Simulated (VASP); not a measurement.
# Ca (P6_3/mmc) in VASP: further runs

Runs on Ca. Level: LDA. Tasks: single point.

Everything below comes from runs of VASP 6.6.1. Logs are shortened: lines on timing, memory, paths and dates and some standing lists are left out, and cuts for length are marked.

## (1) The cell of the first run

Symmetry: P6_3/mmc, No. 194, hexagonal system. Conventional cell: a = 3.302 Å, b = 3.302 Å, c = 5.511 Å, α = 90.00°, β = 90.00°, γ = 120.00°. Within 4.3 Å of Ca (site symmetry -6m2) lie 12 Ca at 3.30 to 3.35 Å.

This isn't the form of Ca at room conditions, which is fcc.

## (2) Single point, LDA

The input, INCAR:

```
SYSTEM = Ca
ALGO = Normal
EDIFF = 1E-6
ENCUT = 520
ISIF = 2
ISMEAR = -1
LASPH = .TRUE.
LCHARG = .TRUE.
LELF = .TRUE.
LREAL = .FALSE.
LVHAR = .TRUE.
LWAVE = .FALSE.
NBANDS = 17
NELM = 60
PREC = Accurate
SIGMA = 0.05
```

The input, KPOINTS:

```
k-points
0
G
  12 12 6
  0 0 0
```

The input, POSCAR:

```
Ca
1.0
    3.3019063194      0.0000000000      0.0000000000
   -1.6509531597      2.8595347535      0.0000000000
    0.0000000000      0.0000000000      5.5108383390
Ca
2
Direct
    0.3333333333      0.6666666667      0.2500000000
    0.6666666667      0.3333333333      0.7500000000
```

Potentials or basis: VASP PAW LDA potentials, release 64 (Ca_sv).

Launch:

```
$ cat potpaw_LDA.64/Ca_sv/POTCAR > POTCAR
$ mpirun -np 1 vasp_std > vasp.out
```

OUTCAR:

```text
SYSTEM = Ca
   EDIFF = 1E-6
   ENCUT = 520
   ISIF = 2
   ISMEAR = -1
   LASPH = .TRUE.
   LREAL = .FALSE.
   NELM = 60
   PREC = Accurate

 ion  position               nearest neighbor table
   1  0.333  0.667  0.250-
   2  0.667  0.333  0.750-

  LATTYP: Found a hexagonal cell.
 ALAT       =     3.3019063194
 C/A-ratio  =     1.6689868839

  Lattice vectors:

 A1 = (   3.3019063194,   0.0000000000,   0.0000000000)
 A2 = (  -1.6509531597,   2.8595347535,   0.0000000000)
 A3 = (   0.0000000000,   0.0000000000,   5.5108383390)

Analysis of symmetry for initial positions (statically):
=====================================================================
 Subroutine PRICEL returns:
 Original cell was already a primitive cell.

 Routine SETGRP: Setting up the symmetry group for a
 hexagonal supercell.

 Subroutine GETGRP returns: Found 24 space group operations
 (whereof 12 operations were pure point group operations)
 out of a pool of 24 trial point group operations.

The static configuration has the point symmetry D_3d.
 The point group associated with its full space group is D_6h.

Analysis of symmetry for dynamics (positions and initial velocities):
=====================================================================
 Subroutine PRICEL returns:
 Original cell was already a primitive cell.

 Routine SETGRP: Setting up the symmetry group for a
 hexagonal supercell.

 Subroutine GETGRP returns: Found 24 space group operations
 (whereof 12 operations were pure point group operations)
 out of a pool of 24 trial point group operations.

The dynamic configuration has the point symmetry D_3d.
 The point group associated with its full space group is D_6h.

 Subroutine INISYM returns: Found 24 space group operations
 (whereof 12 operations are pure point group operations),
 and found     1 'primitive' translations

----------------------------------------------------------------------------------------

                                     Primitive cell

  volume of cell :      52.0329

  direct lattice vectors                    reciprocal lattice vectors
     3.301906319  0.000000000  0.000000000     0.302855352  0.174853619  0.000000000
    -1.650953160  2.859534754  0.000000000     0.000000000  0.349707238  0.000000000
     0.000000000  0.000000000  5.510838339     0.000000000  0.000000000  0.181460594

  length of vectors
     3.301906319  3.301906319  5.510838339     0.349707238  0.349707238  0.181460594

  position of ions in fractional coordinates (direct lattice)
     0.333333333  0.666666667  0.250000000
     0.666666667  0.333333333  0.750000000

  ion indices of the primitive-cell ions
   primitive index   ion index
                 1           1
[... 75 lines left out ...]
   EDIFFG = 0.1E-04   stopping-criterion for IOM
   NSW    =      0    number of steps for IOM
   IBRION =     -1    ionic relax: 0-MD 1-quasi-New 2-CG
   NFREE  =      0    steps in history (QN), initial steepest desc. (CG)
   ISIF   =      2    stress and relaxation
   ISYM   =      2    0-nonsym 1-usesym 2-fastsym
   POTIM  = 0.5000    time-step for ionic-motion
   TEBEG  =    0.0;   TEEND  =   0.0 temperature during run
   PSTRESS=    0.0 pullay stress
   NELECT =      20.0000    total number of electrons
   NUPDOWN=      -1.0000    fix difference up-down
   EMIN   =  10.00;   EMAX   =-10.00  energy-range for DOS
   EFERMI =   0.00;   METHOD = LEGACY
   ISMEAR =    -1;   SIGMA  =   0.05  broadening in eV -4-tet -1-fermi 0-gaus
   EFERMI_NEDOS =   21; number of points for ismear=-14 and -15
   IALGO  =     38    algorithm
   IMIX   =      4    mixing-type and parameters
     AMIX     =   0.40;   BMIX     =  1.00
     AMIX_MAG =   1.60;   BMIX_MAG =  1.00
  volume/ion in A,a.u.               =      26.02       175.57
  Fermi-wavevector in a.u.,A,eV,Ry     =   1.190307  2.249354 19.277145  1.416830
  Thomas-Fermi vector in A             =   2.326394
   LORBIT       =      0    0 simple, 1 ext, 2 COOP (PROOUT), +10 PAW based schemes
   GGA     = CA    functional components
   LHFCALC =     F    Hartree Fock is set to
   AEXX    =    0.0000 exact exchange contribution
   IVDW    =     0    specifies the selected vdW correction
   LEPSILON=     F    determine dielectric tensor
   LRPA    =     F    only Hartree local field effects (RPA)
 non-spin polarized calculation
  energy-cutoff  :      520.00
  volume of cell :       52.03
 maximum number of plane-waves:      1422
 NGX is ok and might be reduce to    28
   NGX = 13   NGY = 13   NGZ = 21

 number of electron      20.0000001 magnetization

 Free energy of the ion-electron system (eV)
  ---------------------------------------------------
  ext. energy  EPLUGINS =         0.00000000
  ---------------------------------------------------
  free energy    TOTEN  =        -3.63427531 eV

  energy without entropy =       -3.61664967  energy(sigma->0) =       -3.62546249

 E-fermi :   4.0268     XC(G=0):  -9.6926

 val. band max:        4.0268024647   @ k =   0.5000   0.0000   0.1667
 cond. band min:       4.0343691108   @ k =   0.3333   0.2500   0.0000
 fundamental gap:      0.0075666461
 Fermi energy:         4.0268264260

 k-point     1 :       0.0000    0.0000    0.0000
  band No.  band energies     occupation
      1     -36.5092      2.00000
      2     -36.3984      2.00000
      3     -18.1808      2.00000
      4     -17.5647      2.00000
      5     -17.5647      2.00000
      6     -17.4843      2.00000
[... 457 lines left out ...]
      4     -17.9632      2.00000
      5     -17.8749      2.00000
      6     -17.6830      2.00000
[... 9 lines left out ...]
     16       8.6308      0.00000
     17       8.8381      0.00000

 [... further k-points ...]

------------------------ aborting loop because EDIFF is reached ----------------------------------------

  FORCE on cell =-STRESS in cart. coord.  units (eV):
  Direction    XX          YY          ZZ          XY          YZ          ZX
  --------------------------------------------------------------------------------------
  -------------------------------------------------------------------------------------
  Total        4.1703794      4.1703794      4.2029844      0.0000000      0.0000000      0.0000000
  in kB      128.4128119    128.4128119    129.4167714      0.0000000      0.0000000      0.0000000
  external PRESSURE =     128.7474651 kB  Pullay stress =       0.0000000 kB

 VOLUME and BASIS-vectors are now :
 -----------------------------------------------------------------------------
  energy-cutoff  :      520.00
  volume of cell :       52.03
      direct lattice vectors                 reciprocal lattice vectors
     3.301906319  0.000000000  0.000000000     0.302855352  0.174853619  0.000000000
    -1.650953160  2.859534754  0.000000000     0.000000000  0.349707238  0.000000000
     0.000000000  0.000000000  5.510838339     0.000000000  0.000000000  0.181460594

 POSITION                                       TOTAL-FORCE (eV/Angst)
 -----------------------------------------------------------------------------------
     -0.00000      1.90636      1.37771         0.000000      0.000000     -0.000000
      1.65095      0.95318      4.13313        -0.000000     -0.000000      0.000000
 -----------------------------------------------------------------------------------
    total drift:                               -0.000000      0.000000     -0.000000

  FREE ENERGIE OF THE ION-ELECTRON SYSTEM (eV)
  ---------------------------------------------------
  free  energy   TOTEN  =        -3.6342753132 eV

  energy  without entropy=       -3.6166496732  energy(sigma->0) =       -3.62546249
```

Wall time 69 s (1 thread of Intel Xeon Platinum 8259CL at 2.50GHz (Skylake/Cascade Lake), shared host); peak memory 0.18 GiB.

What came out:

- Free energy: -3.6343 eV
- Pressure: 12.9 GPa
- Band gap on the k mesh: zero (bands 10 and 11 overlap by 0.46 eV)

Stress tensor (GPa, compression positive):
```
12.84  0.00  0.00
 0.00 12.84  0.00
 0.00  0.00 12.94
```

Levels at points of the mesh, in eV from the Fermi level:
```
           k point  band 7  band 8  band 9  band 10  band 11  band 12  band 13  band 14
(0.00, 0.00, 0.00)  -21.51  -21.50   -4.65    -1.31     0.70     2.67     2.84     2.84
(0.50, 0.00, 0.00)  -21.65  -21.61   -1.03    -0.55    -0.27     0.50     1.94     2.70
(0.00, 0.00, 0.50)  -21.55  -21.55   -3.19    -3.19     1.57     1.57     2.84     2.84
(0.50, 0.00, 0.50)  -21.68  -21.68   -1.06    -1.06     0.69     0.69     1.99     1.99
```

Caveat: the cell stands under pressure.

(Part 1 of 2 ends here.)
